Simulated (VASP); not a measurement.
A run of VASP 6.6.1 is set up as follows.

INCAR

```
SYSTEM = Si
  ALGO = Normal
  EDIFF = 1E-6
  EDIFFG = -0.005
  ENCUT = 600
  GGA = PS
  IBRION = 2
  ISIF = 3
  ISMEAR = -1
  LASPH = .True.
  LCHARG = .False.
  LREAL = .False.
  LWAVE = .False.
  NELM = 60
  NSW = 32
  PREC = Accurate
  PSTRESS = 690.0
  SIGMA = 0.05
```

The input KPOINTS:

```
k-points
0
Gamma
  14 14 14
  0 0 0
```

Contents of POSCAR:

```
Si
1.0
    0.0000000000      2.4102513609      2.4102513609
    2.4102513609      0.0000000000      2.4102513609
    2.4102513609      2.4102513609      0.0000000000
Si
2
Direct
   -0.1250000000     -0.1250000000     -0.1250000000
    0.1250000000      0.1250000000      0.1250000000
```

Potentials or basis: VASP PAW PBE potentials, release 64 (Si).

Run with:

```console
$ cat potpaw_PBE.64/Si/POTCAR > POTCAR
$ mpirun -np 1 vasp_std > vasp.out
```

Task: What does it give for the relaxed cell?

Result: a = 3.410 Å, b = 3.410 Å, c = 3.410 Å, α = 60.00°, β = 60.00°, γ = 60.00°.

Task: Estimate the space group after relaxing (to 0.05 Å).

Result: Fd-3m (No. 227).

Task: Predict the relaxed volume.

Result: 14.02 Å³/atom.

Task: What does it give for the band gap on the k mesh?

Result: Zero (band 4 reaches 10.03 eV, above the bottom of band 5 at 9.64 eV).

Final structure:
```
CELL_PARAMETERS angstrom
0.00000 2.41121 2.41121
2.41121 0.00000 2.41121
2.41121 2.41121 0.00000
ATOMIC_POSITIONS crystal
Si 0.87500 0.87500 0.87500
Si 0.12500 0.12500 0.12500
```

Caveat: the cell is relaxed towards a set pressure, so the enthalpy falls and the energy may rise; the PAW data sets were made with another functional, which shifts forces and pressure a little.
